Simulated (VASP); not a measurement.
# Lu (P6_3/mmc) in VASP: a series of runs

The runs below take Lu through relaxation of cell and atoms, with r2SCAN.

Everything below comes from runs of VASP 6.6.1. Logs are shortened: lines on timing, memory, paths and dates and some standing lists are left out, and cuts for length are marked.

## (1) The cell of the first run

The structure is hexagonal, space group P6_3/mmc (No. 194). The conventional cell has a = 3.470 Å, b = 3.470 Å, c = 5.667 Å, α = 90.00°, β = 90.00°, γ = 120.00°. Lu (site symmetry -6m2) has 12 Lu at 3.47 Å within 4.6 Å.

## (2) Relaxation of cell and atoms, r2SCAN

The input, POSCAR:

```
Lu
1.0
    3.4700000000      0.0000000000      0.0000000000
   -1.7350000000      3.0051081511      0.0000000000
    0.0000000000      0.0000000000      5.6665100000
Lu
2
Direct
    0.3333333333      0.6666666667      0.2500000000
    0.6666666667      0.3333333333      0.7500000000
```

The input, INCAR.step1:

```
  PREC = Accurate
  ENCUT = 600
  ISMEAR = 0
  SIGMA = 0.05
  LREAL = False
  LASPH = True
  NELM = 80
  GGA = PE
  ALGO = Normal
  EDIFF = 1E-4
  LWAVE = True
  LCHARG = False
```

The input, INCAR.step2:

```
  PREC = Accurate
  ENCUT = 600
  EDIFF = 1E-7
  ISMEAR = 0
  SIGMA = 0.05
  LREAL = False
  LASPH = True
  NELM = 80
  ALGO = Normal
  ISIF = 3
  LWAVE = False
  LCHARG = False
  METAGGA = R2SCAN
  LMIXTAU = True
  IBRION = 2
  NSW = 80
  EDIFFG = -0.03
  ISTART = 1
```

The input, KPOINTS:

```
Automatic mesh
0
Gamma
  6 6 3
```

Potentials or basis: VASP PAW PBE potentials, release 64 (Lu).

Run with:

```
cat potpaw_PBE.64/Lu/POTCAR > POTCAR
cp INCAR.step1 INCAR
mpirun -np 1 vasp_std > vasp.out
cp INCAR.step2 INCAR
mpirun -np 1 vasp_std > vasp.out
```

OUTCAR:

```text
PREC = Accurate
   ENCUT = 600
   EDIFF = 1E-7
   ISMEAR = 0
   LREAL = False
   LASPH = True
   NELM = 80
   ISIF = 3
   METAGGA = R2SCAN
   IBRION = 2
   NSW = 80
   EDIFFG = -0.03
   ISTART = 1

 ion  position               nearest neighbor table
   1  0.333  0.667  0.250-   2 3.47   2 3.47   2 3.47   2 3.47   2 3.47   2 3.47
   2  0.667  0.333  0.750-   1 3.47   1 3.47   1 3.47   1 3.47   1 3.47   1 3.47

  LATTYP: Found a hexagonal cell.
 ALAT       =     3.4700000000
 C/A-ratio  =     1.6330000000

  Lattice vectors:

 A1 = (   3.4700000000,   0.0000000000,   0.0000000000)
 A2 = (  -1.7350000000,   3.0051081511,   0.0000000000)
 A3 = (   0.0000000000,   0.0000000000,   5.6665100000)

Analysis of symmetry for initial positions (statically):
=====================================================================
 Subroutine PRICEL returns:
 Original cell was already a primitive cell.

 Routine SETGRP: Setting up the symmetry group for a
 hexagonal supercell.

 Subroutine GETGRP returns: Found 24 space group operations
 (whereof 12 operations were pure point group operations)
 out of a pool of 24 trial point group operations.

The static configuration has the point symmetry D_3d.
 The point group associated with its full space group is D_6h.

Analysis of symmetry for dynamics (positions and initial velocities):
=====================================================================
 Subroutine PRICEL returns:
 Original cell was already a primitive cell.

 Routine SETGRP: Setting up the symmetry group for a
 hexagonal supercell.

 Subroutine GETGRP returns: Found 24 space group operations
 (whereof 12 operations were pure point group operations)
 out of a pool of 24 trial point group operations.

The dynamic configuration has the point symmetry D_3d.
 The point group associated with its full space group is D_6h.

 Subroutine INISYM returns: Found 24 space group operations
 (whereof 12 operations are pure point group operations),
 and found     1 'primitive' translations

----------------------------------------------------------------------------------------
[... 138 lines left out ...]
  --------------------------------------------------------------------------------------
  -------------------------------------------------------------------------------------
  Total       -0.0120829     -0.0120829     -0.5291020     -0.0000000     -0.0000000     -0.0000000
  in kB       -0.3276255     -0.3276255    -14.3464607     -0.0000000     -0.0000000     -0.0000000
  external PRESSURE =      -5.0005706 kB  Pullay stress =       0.0000000 kB

 VOLUME and BASIS-vectors are now :
 -----------------------------------------------------------------------------
  energy-cutoff  :      600.00
  volume of cell :       59.09
      direct lattice vectors                 reciprocal lattice vectors
     3.470000000  0.000000000  0.000000000     0.288184438  0.166383363  0.000000000
    -1.735000000  3.005108151  0.000000000     0.000000000  0.332766726  0.000000000
     0.000000000  0.000000000  5.666510000     0.000000000  0.000000000  0.176475467

 POSITION                                       TOTAL-FORCE (eV/Angst)
 -----------------------------------------------------------------------------------
     -0.00000      2.00341      1.41663        -0.000000      0.000000      0.000000
      1.73500      1.00170      4.24988         0.000000      0.000000      0.000000
 -----------------------------------------------------------------------------------
    total drift:                               -0.000000      0.000000     -0.000000

  FREE ENERGIE OF THE ION-ELECTRON SYSTEM (eV)
  ---------------------------------------------------
  free  energy   TOTEN  =       -76.0998767351 eV

  energy  without entropy=      -76.0991187050  energy(sigma->0) =      -76.09949772

--------------------------------------- Ionic step        2  -------------------------------------------

 number of electron      50.0000005 magnetization

 Free energy of the ion-electron system (eV)
  ---------------------------------------------------
  ext. energy  EPLUGINS =         0.00000000
  ---------------------------------------------------
  free energy    TOTEN  =       -76.10202853 eV

  energy without entropy =      -76.10036049  energy(sigma->0) =      -76.10119451

 E-fermi :   2.1512     XC(G=0): -11.5966

 val. band max:        2.1031937321   @ k =   0.1667   0.0000   0.0000
 cond. band min:       2.2113633060   @ k =   0.1667   0.1667   0.3333
 fundamental gap:      0.1081695739
 Fermi energy:         2.1512309764

 k-point     1 :       0.0000    0.0000    0.0000
  band No.  band energies     occupation
      1     -55.7228      2.00000
      2     -55.6893      2.00000
      3     -25.9963      2.00000
      4     -25.5575      2.00000
      5     -25.5574      2.00000
      6     -25.4857      2.00000
[... 451 lines left out ...]
     29       5.2282      0.00000
     30       6.6403      0.00000

------------------------ aborting loop because EDIFF is reached ----------------------------------------

  FORCE on cell =-STRESS in cart. coord.  units (eV):
  Direction    XX          YY          ZZ          XY          YZ          ZX
  --------------------------------------------------------------------------------------
  -------------------------------------------------------------------------------------
  Total        0.0547680      0.0547680      0.0386332      0.0000000      0.0000000      0.0000000
  in kB        1.5050955      1.5050955      1.0616902      0.0000000      0.0000000      0.0000000
  external PRESSURE =       1.3572937 kB  Pullay stress =       0.0000000 kB

 VOLUME and BASIS-vectors are now :
 -----------------------------------------------------------------------------
  energy-cutoff  :      600.00
  volume of cell :       58.30
      direct lattice vectors                 reciprocal lattice vectors
     3.468988646  0.000000000 -0.000000000     0.288268456  0.166431871  0.000000000
    -1.734494323  3.004232293  0.000000000     0.000000000  0.332863741  0.000000000
     0.000000000 -0.000000000  5.594190355     0.000000000 -0.000000000  0.178756878

 POSITION                                       TOTAL-FORCE (eV/Angst)
 -----------------------------------------------------------------------------------
     -0.00000      2.00282      1.39855        -0.000000     -0.000000     -0.000000
      1.73449      1.00141      4.19564         0.000000      0.000000      0.000000
 -----------------------------------------------------------------------------------
    total drift:                               -0.000000      0.000000     -0.000000

  FREE ENERGIE OF THE ION-ELECTRON SYSTEM (eV)
  ---------------------------------------------------
  free  energy   TOTEN  =       -76.1020285341 eV

  energy  without entropy=      -76.1003604891  energy(sigma->0) =      -76.10119451

 reached required accuracy - stopping structural energy minimisation
```

OSZICAR.step1:

```text
N       E                     dE             d eps       ncg     rms          rms(c)
DAV:   1     0.251214705816E+03    0.25121E+03   -0.21170E+04  1200   0.591E+03
DAV:   2     0.227366230190E+02   -0.22848E+03   -0.22154E+03   910   0.591E+02
DAV:   3    -0.557443409095E+01   -0.28311E+02   -0.27835E+02  1144   0.127E+02
DAV:   4    -0.909154332869E+01   -0.35171E+01   -0.34985E+01  1364   0.291E+01
DAV:   5    -0.919757224986E+01   -0.10603E+00   -0.10600E+00  1304   0.527E+00    0.493E+00
DAV:   6    -0.906639472407E+01    0.13118E+00   -0.43405E-01  1390   0.836E+00    0.231E+00
DAV:   7    -0.903190631722E+01    0.34488E-01   -0.91635E-02  1252   0.194E+00    0.446E-01
DAV:   8    -0.902895822690E+01    0.29481E-02   -0.12286E-02  1434   0.928E-01    0.148E-01
DAV:   9    -0.902922340951E+01   -0.26518E-03   -0.12460E-03   938   0.304E-01    0.121E-01
DAV:  10    -0.902922544985E+01   -0.20403E-05   -0.25803E-04   954   0.133E-01
   1 F= -.90292254E+01 E0= -.90274166E+01  d E =-.361771E-02
```

Run time: 2.3 min. Hardware: 1 thread of Intel Xeon 6975P-C (Granite Rapids), shared host; peak memory 0.21 GiB.

Results:

* Free energy: -76.1020 eV
* Relaxed volume: 29.15 Å³/atom
* Relaxed cell: a = 3.469 Å, b = 3.469 Å, c = 5.594 Å, α = 90.00°, β = 90.00°, γ = 120.00°
* Space group after relaxing (to 0.1 Å): P6_3/mmc (No. 194)
* Energy gained by relaxing: 1.1 meV/atom
* Ionic steps: 2
* Pressure after relaxing: 0.1 GPa
* Band gap on the k mesh: zero (bands 25 and 26 overlap by 1.25 eV)

Step by step:
```csv
step,energy change (eV),largest force (eV/Å),pressure (GPa),volume (Å³)
1,0.0000,0.0000,-0.50,59.09
2,-0.0022,0.0000,0.14,58.30
```

Final structure:
```
Lu
1.0
     3.46899    0.00000    0.00000
    -1.73449    3.00423    0.00000
     0.00000    0.00000    5.59419
Lu
2
Direct
  0.33333 0.66667 0.25000
  0.66667 0.33333 0.75000
```

Caveat: the k points lie up to 0.37 Å⁻¹ apart in the final cell, too coarse for converged energies and pressures of a metal; the PAW data sets were made with another functional, which shifts forces and pressure a little; spin-orbit coupling is left out, which moves the levels of the heavy elements.

## (3) Relaxation of cell and atoms, r2SCAN, target pressure 10 GPa, at which the enthalpy is minimised

POSCAR is that of step 2.

The input, INCAR.step1:

```
SYSTEM = Lu
  ALGO = Normal
  EDIFF = 1E-4
  ENCUT = 600
  GGA = PE
  ISMEAR = 0
  LASPH = .TRUE.
  LCHARG = .FALSE.
  LREAL = .FALSE.
  LWAVE = .TRUE.
  NELM = 80
  PREC = Accurate
  SIGMA = 0.05
```

The input, INCAR.step2:

```
SYSTEM = Lu
  ALGO = Normal
  EDIFF = 1E-6
  EDIFFG = -0.03
  ENCUT = 600
  IBRION = 2
  ISIF = 3
  ISMEAR = 0
  ISTART = 1
  LASPH = .TRUE.
  LCHARG = .FALSE.
  LMIXTAU = .TRUE.
  LREAL = .FALSE.
  LWAVE = .FALSE.
  METAGGA = R2SCAN
  NELM = 80
  NSW = 80
  PREC = Accurate
  PSTRESS = 100.0
  SIGMA = 0.05
```

The input, KPOINTS:

```
k-points
0
G
  6 6 3
  0 0 0
```

Potentials or basis: VASP PAW PBE potentials, release 64 (Lu).

Run with:

```
cat potpaw_PBE.64/Lu/POTCAR > POTCAR
cp INCAR.step1 INCAR
mpirun -np 1 vasp_std > vasp.out
cp INCAR.step2 INCAR
mpirun -np 1 vasp_std > vasp.out
```

Wall time 11 min (1 thread of Intel Xeon 6975P-C (Granite Rapids), shared host); peak memory 0.22 GiB.

It converged, with:

```yaml
Free_energy: -75.8462 eV
Relaxed_volume: 24.52 Å³/atom
Relaxed_cell: a = 3.315 Å, b = 3.315 Å, c = 5.153 Å, α = 90.00°, β = 90.00°, γ = 120.00°
Space_group_after_relaxing_to_0.1_Å: P6_3/mmc (No. 194)
Energy_change_on_relaxing_the_run_minimises_the_enthalpy: +126.8 meV/atom
Ionic_steps: 11
Pressure_after_relaxing: 10.0 GPa
Band_gap_on_the_k_mesh: zero (bands 25 and 26 overlap by 1.98 eV)
```

Step by step:
```csv
step,energy change (eV),largest force (eV/Å),pressure (GPa),volume (Å³)
1,0.0000,0.0000,-0.50,59.09
2,0.7290,0.0000,19.77,44.03
3,0.2500,0.0000,9.67,49.35
4,0.2665,0.0000,10.07,49.08
5,0.2628,0.0000,10.26,48.94
6,0.2678,0.0000,10.33,48.83
7,0.2658,0.0000,10.34,48.86
8,0.2661,0.0000,10.30,48.85
9,0.2445,0.0000,9.82,49.19
10,0.2471,0.0000,9.85,49.15
11,0.2536,0.0000,10.02,49.04
```

Final structure:
```cif
data_structure
_symmetry_space_group_name_H-M 'P 1'
_symmetry_Int_Tables_number 1
_cell_length_a 3.3150
_cell_length_b 3.3150
_cell_length_c 5.1532
_cell_angle_alpha 90.000
_cell_angle_beta 90.000
_cell_angle_gamma 120.000
_cell_volume 49.04
loop_
_atom_site_label
_atom_site_type_symbol
_atom_site_fract_x
_atom_site_fract_y
_atom_site_fract_z
_atom_site_occupancy
Lu1 Lu 0.33333 0.66667 0.25000 1
Lu2 Lu 0.66667 0.33333 0.75000 1
```

Levels at points of the mesh, in eV from the Fermi level:
```
           k point  band 22  band 23  band 24  band 25  band 26  band 27  band 28  band 29
(0.00, 0.00, 0.00)    -4.63    -4.62    -2.65     1.35     2.65     2.65     3.27     3.64
(0.50, 0.00, 0.00)    -4.63    -2.37    -1.69    -1.09    -0.10     2.22     2.25     3.14
```

Caveat: the k points lie up to 0.41 Å⁻¹ apart in the final cell, too coarse for converged energies and pressures of a metal; the cell is relaxed towards a set pressure, so the run minimises the enthalpy, not the energy; the volume moved by over 15 % at a fixed basis, so the end points are rough; the PAW data sets were made with another functional, which shifts forces and pressure a little; spin-orbit coupling is left out, which moves the levels of the heavy elements.

[end of part 1 of 2]

The gap in the log of VASP goes by the Fermi energy; the results here count the filled bands.